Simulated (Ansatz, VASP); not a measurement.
This is a calculation of CuO for VASP 6.6.1.

INCAR

```
PREC     = Accurate       # precision mode
ENCUT    = 520            # plane-wave cutoff, eV
EDIFF    = 1E-6           # SCF threshold, eV
ISMEAR   = -1             # smearing method
SIGMA    = 0.05           # smearing width, eV
LREAL    = False          # projectors in reciprocal space
LASPH    = True           # aspherical terms in the spheres
NELM     = 60             # most SCF steps
ALGO     = Normal         # electronic algorithm
ISIF     = 2              # what is computed and relaxed
LWAVE    = False          # write WAVECAR
LCHARG   = True           # write CHGCAR
GGA      = PE             # functional
LELF     = True           # ELF
LVHAR    = True         
NBANDS   = 16             # bands
```

The input KPOINTS:

```
Automatic mesh
0
Gamma
  10 10 10
```

The input POSCAR:

```
CuO
1.0
    0.0000000000      2.3272527300      2.3272527300
    2.3272527300      0.0000000000      2.3272527300
    2.3272527300      2.3272527300      0.0000000000
Cu O
1 1
Direct
    0.0031940000     -0.0004050000      0.0018920000
    0.2405220000      0.2396770000      0.2707110000
```

Potentials or basis: VASP PAW PBE potentials, release 64 (Cu, O).

Launch:

```sh
$ cat potpaw_PBE.64/Cu/POTCAR potpaw_PBE.64/O/POTCAR > POTCAR
$ mpirun -np 1 vasp_std > vasp.out
```

**Question.** Set up the same calculation for Ansatz 0.2.0. Potentials there: Ansatz PAW soft_1.

**Answer.** As run (the cutoff follows the program's own potentials):

The input input.yaml:

```yaml
crystal:
  lattice:
    - [0.0, 2.32725273, 2.32725273]
    - [2.32725273, 0.0, 2.32725273]
    - [2.32725273, 2.32725273, 0.0]
  atoms:
    - { symbol: Cu, position: [0.003194, -0.000405, 0.001892] }
    - { symbol: O, position: [0.240522, 0.239677, 0.270711] }
hamiltonian:
  xc: pbe
  pseudopotentials: { kind: paw, azcp: { folder: soft_1 } }
kpoints:
  mp_grid: { grid: [10, 10, 10] }
scf:
  occupations: { method: fermi_dirac, width: 0.05 }
output:
  forces: true
  stress: true
  eigenvalues: true
```

Potentials or basis: Ansatz PAW soft_1.

Command:

```sh
$ ansatz run input.yaml --threads 1 --pin off --max-ram 3584MiB --backend cpu --events-out ev --progress --plain --runs-dir out
```

Both were run:

|  | VASP | Ansatz | Ansatz less VASP |
| --- | --- | --- | --- |
| gap on the k mesh at the Fermi level (eV) | none | none | - |
| pressure (GPa) | -9.0 | -9.3 | -0.34 |
| traceless stress, the component that is largest in VASP (GPa) | 0.65 | 0.56 | -0.093 |
| rms of the force components (eV/Å) | 0.097 | 0.092 | -0.0058 |

Atom by atom the forces differ by 0.006 eV/Å (rms over components). A gap of «none» marks a metal or a gap that the smearing closes. VASP's potentials hold 17 valence electrons a cell and Ansatz's 25, so a difference there can come from the potentials and not from the codes.
